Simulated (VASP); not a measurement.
# Ni (Fm-3m) in VASP: notebook, part 2 of 2

VASP 6.6.1. The steps go on from the part before.

**3. Single point, PBE, collinear spin, ferromagnetic start**

Input file INCAR:

```
SYSTEM = Ni
  ALGO = Normal
  EDIFF = 1E-6
  ENCUT = 520
  GGA = PE
  ISIF = 2
  ISMEAR = -1
  ISPIN = 2
  LASPH = .TRUE.
  LCHARG = .TRUE.
  LELF = .TRUE.
  LMAXMIX = 4
  LORBIT = 11
  LREAL = .FALSE.
  LVHAR = .TRUE.
  LWAVE = .FALSE.
  MAGMOM = 2 2
  NBANDS = 21
  NELM = 150
  PREC = Accurate
  SIGMA = 0.1
```

Input file KPOINTS:

```
k-points
0
G
  14 7 14
  0 0 0
```

Input file POSCAR:

```
Ni
1.0
    0.0000000000      1.7754000000      1.7754000000
    3.5508000000      0.0000000000      3.5508000000
    1.7754000000      1.7754000000      0.0000000000
Ni
2
Direct
    0.0000000000      0.0000000000      0.0000000000
    0.0000000000      0.5000000000      0.0000000000
```

Potentials or basis: VASP PAW PBE potentials, release 64 (Ni).

The run is started by

```
cat potpaw_PBE.64/Ni/POTCAR > POTCAR
mpirun -np 1 vasp_std > vasp.out
```

OUTCAR:

```text
SYSTEM = Ni
   EDIFF = 1E-6
   ENCUT = 520
   GGA = PE
   ISIF = 2
   ISMEAR = -1
   ISPIN = 2
   LASPH = .TRUE.
   LORBIT = 11
   LREAL = .FALSE.
   NELM = 150
   PREC = Accurate

 ion  position               nearest neighbor table
   1  0.000  0.000  0.000-   2 2.51   2 2.51   2 2.51   2 2.51   2 2.51   2 2.51
   2  0.000  0.500  0.000-   1 2.51   1 2.51   1 2.51   1 2.51   1 2.51   1 2.51

  LATTYP: Found a trigonal (rhomboedric) cell.
 ALAT       =     4.3488240893
 COS(alpha) =     0.8333333333

  Lattice vectors:

 A1 = (   1.7754000000,  -3.5508000000,   1.7754000000)
 A2 = (   3.5508000000,  -1.7754000000,   1.7754000000)
 A3 = (   1.7754000000,  -1.7754000000,   3.5508000000)

Analysis of symmetry for initial positions (statically):
=====================================================================
 Subroutine PRICEL returns following result:

  LATTYP: Found a face centered cubic cell.
 ALAT       =     3.5508000000
[... 12 lines left out ...]
 Subroutine GETGRP returns: Found 12 space group operations
 (whereof 12 operations were pure point group operations)
 out of a pool of 12 trial point group operations.

The static configuration has the point symmetry D_3d.

Analysis of symmetry for dynamics (positions and initial velocities):
=====================================================================
 Subroutine PRICEL returns following result:

  LATTYP: Found a face centered cubic cell.
 ALAT       =     3.5508000000
[... 12 lines left out ...]
 Subroutine GETGRP returns: Found 12 space group operations
 (whereof 12 operations were pure point group operations)
 out of a pool of 12 trial point group operations.

The dynamic configuration has the point symmetry D_3d.

Analysis of structural, dynamic, and magnetic symmetry:
=====================================================================
 Subroutine PRICEL returns following result:

  LATTYP: Found a face centered cubic cell.
 ALAT       =     3.5508000000
[... 12 lines left out ...]
 Subroutine GETGRP returns: Found 12 space group operations
 (whereof 12 operations were pure point group operations)
 out of a pool of 12 trial point group operations.

The overall configuration has the point symmetry D_3d.

 Subroutine INISYM returns: Found 12 space group operations
 (whereof 12 operations are pure point group operations),
 and found     2 'primitive' translations

----------------------------------------------------------------------------------------

                                     Primitive cell

  volume of cell :      11.1923

  direct lattice vectors                    reciprocal lattice vectors
     0.000000000  1.775400000  1.775400000    -0.281626676  0.281626676  0.281626676
     1.775400000  0.000000000  1.775400000     0.281626676 -0.281626676  0.281626676
     1.775400000  1.775400000  0.000000000     0.281626676  0.281626676 -0.281626676

  length of vectors
     2.510794759  2.510794759  2.510794759     0.487791711  0.487791711  0.487791711

  position of ions in fractional coordinates (direct lattice)
     0.000000000  0.000000000  0.000000000

  ion indices of the primitive-cell ions
   primitive index   ion index
                 1           1

----------------------------------------------------------------------------------------

 KPOINTS: k-points

Automatic generation of k-mesh.
 Grid dimensions read from file:
[... 77 lines left out ...]
   ICHARG =      2    charge: 1-file 2-atom 10-const
   ISPIN  =      2    spin polarized calculation?
   LNONCOLLINEAR =      F non collinear calculations
   LSORBIT =      F    spin-orbit coupling
   LASPH  =      T    aspherical Exc in radial PAW
   ENCUT  =  520.0 eV  38.22 Ry    6.18 a.u.   4.67  9.34  4.67*2*pi/ulx,y,z
   NELM   =    150;   NELMIN=  2; NELMDL= -5     # of ELM steps
   EDIFF  = 0.1E-05   stopping-criterion for ELM
   LREAL  =      F    real-space projection
   EDIFFG = 0.1E-04   stopping-criterion for IOM
   NSW    =      0    number of steps for IOM
   IBRION =     -1    ionic relax: 0-MD 1-quasi-New 2-CG
   NFREE  =      0    steps in history (QN), initial steepest desc. (CG)
   ISIF   =      2    stress and relaxation
   ISYM   =      2    0-nonsym 1-usesym 2-fastsym
   POTIM  = 0.5000    time-step for ionic-motion
   TEBEG  =    0.0;   TEEND  =   0.0 temperature during run
   PSTRESS=    0.0 pullay stress
   NELECT =      20.0000    total number of electrons
   NUPDOWN=      -1.0000    fix difference up-down
   EMIN   =  10.00;   EMAX   =-10.00  energy-range for DOS
   EFERMI =   0.00;   METHOD = LEGACY
   ISMEAR =    -1;   SIGMA  =   0.10  broadening in eV -4-tet -1-fermi 0-gaus
   EFERMI_NEDOS =   21; number of points for ismear=-14 and -15
   IALGO  =     38    algorithm
   IMIX   =      4    mixing-type and parameters
     AMIX     =   0.40;   BMIX     =  1.00
     AMIX_MAG =   1.60;   BMIX_MAG =  1.00
  volume/ion in A,a.u.               =      11.19        75.53
  Fermi-wavevector in a.u.,A,eV,Ry     =   1.576771  2.979665 33.826896  2.486207
  Thomas-Fermi vector in A             =   2.677554
   LORBIT       =     11    0 simple, 1 ext, 2 COOP (PROOUT), +10 PAW based schemes
   GGA     = PE    functional components
   LHFCALC =     F    Hartree Fock is set to
   AEXX    =    0.0000 exact exchange contribution
   IVDW    =     0    specifies the selected vdW correction
   LEPSILON=     F    determine dielectric tensor
   LRPA    =     F    only Hartree local field effects (RPA)
 spin polarized calculation
  energy-cutoff  :      520.00
  volume of cell :       22.38
 maximum number of plane-waves:       615
   NGX =  9   NGY = 19   NGZ =  9

 number of electron      20.0000014 magnetization       1.2176272

 Free energy of the ion-electron system (eV)
  ---------------------------------------------------
  ext. energy  EPLUGINS =         0.00000000
  ---------------------------------------------------
  free energy    TOTEN  =       -10.98570850 eV

  energy without entropy =      -10.86969139  energy(sigma->0) =      -10.92769995

 E-fermi :   8.9675     XC(G=0): -13.0893

 val. band max:        8.9659927159   @ k =   0.4286   0.0000   0.0000
 cond. band min:       8.9704618439   @ k =  -0.3571   0.1429   0.2143
 fundamental gap:      0.0044691281
 Fermi energy:         8.9675117584

 spin component 1

 k-point     1 :       0.0000    0.0000    0.0000
  band No.  band energies     occupation
      1       0.1678      1.00000
      2       4.3112      1.00000
      3       6.6375      1.00000
      4       6.6375      1.00000
      5       6.6375      1.00000
      6       6.6505      1.00000
[... 565 lines left out ...]
     20      35.6830      0.00000
     21      36.7151      0.00000

 [... further k-points ...]

 spin component 2

 k-point     1 :       0.0000    0.0000    0.0000
  band No.  band energies     occupation
      1       0.1297      1.00000
      2       4.7246      1.00000
      3       7.2552      1.00000
      4       7.2552      1.00000
      5       7.3607      1.00000
      6       7.3607      1.00000
[... 565 lines left out ...]
     20      35.6451      0.00000
     21      36.7527      0.00000

 [... further k-points ...]

------------------------ aborting loop because EDIFF is reached ----------------------------------------

  FORCE on cell =-STRESS in cart. coord.  units (eV):
  Direction    XX          YY          ZZ          XY          YZ          ZX
  --------------------------------------------------------------------------------------
  -------------------------------------------------------------------------------------
  Total       -0.6600614     -0.6600614     -0.6600614      0.0000032      0.0000032     -0.0000032
  in kB      -47.2439586    -47.2439586    -47.2439586      0.0002317      0.0002317     -0.0002317
  external PRESSURE =     -47.2439586 kB  Pullay stress =       0.0000000 kB

 VOLUME and BASIS-vectors are now :
 -----------------------------------------------------------------------------
  energy-cutoff  :      520.00
  volume of cell :       22.38
      direct lattice vectors                 reciprocal lattice vectors
     0.000000000  1.775400000  1.775400000    -0.281626676  0.281626676  0.281626676
     3.550800000  0.000000000  3.550800000     0.140813338 -0.140813338  0.140813338
     1.775400000  1.775400000  0.000000000     0.281626676  0.281626676 -0.281626676

 POSITION                                       TOTAL-FORCE (eV/Angst)
 -----------------------------------------------------------------------------------
      0.00000      0.00000      0.00000        -0.000000      0.000000      0.000000
      1.77540      0.00000      1.77540         0.000000     -0.000000     -0.000000
 -----------------------------------------------------------------------------------
    total drift:                               -0.000000      0.000000     -0.000000

  FREE ENERGIE OF THE ION-ELECTRON SYSTEM (eV)
  ---------------------------------------------------
  free  energy   TOTEN  =       -10.9857084977 eV

  energy  without entropy=      -10.8696913932  energy(sigma->0) =      -10.92769995

 total charge

# of ion       s       p       d       tot
------------------------------------------
    1        0.485   0.473   8.303   9.261
    2        0.485   0.473   8.303   9.261
--------------------------------------------------
tot          0.971   0.946  16.605  18.522

 magnetization (x)

# of ion       s       p       d       tot
------------------------------------------
    1       -0.007  -0.024   0.654   0.623
    2       -0.007  -0.024   0.654   0.623
--------------------------------------------------
tot         -0.014  -0.049   1.309   1.246
```

OSZICAR:

```text
N       E                     dE             d eps       ncg     rms          rms(c)
DAV:   1     0.982755473805E+02    0.98276E+02   -0.88509E+03 13128   0.135E+03
DAV:   2    -0.675611889262E+01   -0.10503E+03   -0.96569E+02 12391   0.234E+02
DAV:   3    -0.126058131173E+02   -0.58497E+01   -0.56543E+01 13829   0.638E+01
DAV:   4    -0.126833002491E+02   -0.77487E-01   -0.77418E-01 13699   0.683E+00
DAV:   5    -0.126856782472E+02   -0.23780E-02   -0.23779E-02 13892   0.119E+00    0.153E+01
DAV:   6    -0.117602584738E+02    0.92542E+00   -0.85800E+00 14297   0.600E+01    0.956E+00
DAV:   7    -0.110112853928E+02    0.74897E+00   -0.18864E+00 14119   0.253E+01    0.241E+00
DAV:   8    -0.109927248090E+02    0.18561E-01   -0.13531E-02 16407   0.119E+00    0.125E+00
DAV:   9    -0.109877475642E+02    0.49772E-02   -0.51616E-04 17444   0.218E-01    0.487E-01
DAV:  10    -0.109856932019E+02    0.20544E-02   -0.20202E-04 18507   0.335E-01    0.906E-02
DAV:  11    -0.109857123595E+02   -0.19158E-04   -0.40152E-05 13682   0.603E-02    0.287E-02
DAV:  12    -0.109857097705E+02    0.25890E-05   -0.13741E-06 13715   0.234E-02    0.218E-02
DAV:  13    -0.109857084552E+02    0.13153E-05   -0.22454E-06 11881   0.144E-02    0.156E-03
DAV:  14    -0.109857084977E+02   -0.42527E-07   -0.10497E-07  6868   0.280E-03
   1 F= -.10985708E+02 E0= -.10927700E+02  d E =-.116017E+00  mag=     1.2175
```

Run time: 2.2 min. Hardware: 1 thread of Intel Xeon Platinum 8259CL at 2.50GHz (Skylake/Cascade Lake), shared host; peak memory 0.22 GiB.

Results:

```yaml
Free_energy: -10.9857 eV
Pressure: -4.7 GPa
Net_moment: 1.22 μB per cell
Site_moments: Ni +0.62 μB
Valence_electrons_inside_the_program's_atomic_spheres: Ni 9.26
```

Levels at points of the mesh, in eV from the Fermi level:
Spin up:
```
           k point  band 7  band 8  band 9  band 10  band 11  band 12  band 13  band 14  band 15  band 16
(0.00, 0.00, 0.00)   -2.32   -1.21   -1.21    -0.58    -0.58    -0.23     5.49    22.00    23.50    24.20
(0.50, 0.00, 0.00)   -0.58   -0.54   -0.45    -0.45    -0.23     2.45     5.49     8.99    14.58    14.58
```
Spin down:
```tsv
k point	band 6	band 7	band 8	band 9	band 10	band 11	band 12	band 13
(0.00, 0.00, 0.00)	-1.61	-1.61	-0.63	-0.63	-0.29	0.15	0.15	5.89
(0.50, 0.00, 0.00)	-0.29	0.07	0.15	0.15	0.38	0.38	2.40	5.89
```

Caveat: the cell stands under tension.
